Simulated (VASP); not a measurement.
Write the native input for VASP 6.6.1 that does the following.

```
Task                   : electric field gradients
Functional             : PBEsol
Potentials or basis    : VASP PAW PBE potentials, release 64 (Pd)
Cutoff                 : 520 eV
k mesh                 : 18 × 18 × 18
Occupations            : fermi-dirac, width 0.05 eV
Spin                   : no spin polarisation
Dipole correction      : no
Further INCAR settings : ALGO = Normal; EDIFF = 1e-08; NBANDS = 11
```

The structure of Pd lies in POSCAR:

```
Pd
1.0
    0.0000000000      1.9513615093      1.9513615093
    1.9513615093      0.0000000000      1.9513615093
    1.9513615093      1.9513615093      0.0000000000
Pd
1
Direct
    0.0000000000      0.0000000000      0.0000000000
```

This cell differs from its parent crystal: volume scaled by 1.01.

These files were run (other wordings do the same):

INCAR

```
PREC = Accurate ; ENCUT = 520
EDIFF = 1E-8 ; ISMEAR = -1
SIGMA = 0.05 ; LREAL = F
LASPH = T ; NELM = 80
ALGO = Normal ; ISIF = 2
LWAVE = F ; LCHARG = F
GGA = PS ; LEFG = T
NBANDS = 11
```

KPOINTS

```
Automatic mesh
0
Gamma
  18 18 18
```

Potentials or basis: VASP PAW PBE potentials, release 64 (Pd).

Launch:

```bash
$ cat potpaw_PBE.64/Pd/POTCAR > POTCAR
$ mpirun -np 1 vasp_std > vasp.out
```

Results of the run:

| Property | Result |
| --- | --- |
| Pressure | -4.4 GPa |
| Band gap on the k mesh | zero (band 5 reaches 9.79 eV, above the bottom of band 6 at 8.22 eV) |

Caveat: without QUAD_EFG the Cq values of the log hold for a quadrupole moment of 1 mb, not for the nuclei; the PAW data sets were made with another functional, which shifts forces and pressure a little.

Run time: 12 s on 1 thread of Intel(R) Xeon(R) 6975P-C (Granite Rapids), with other jobs on the host, peak memory 0.16 GiB.
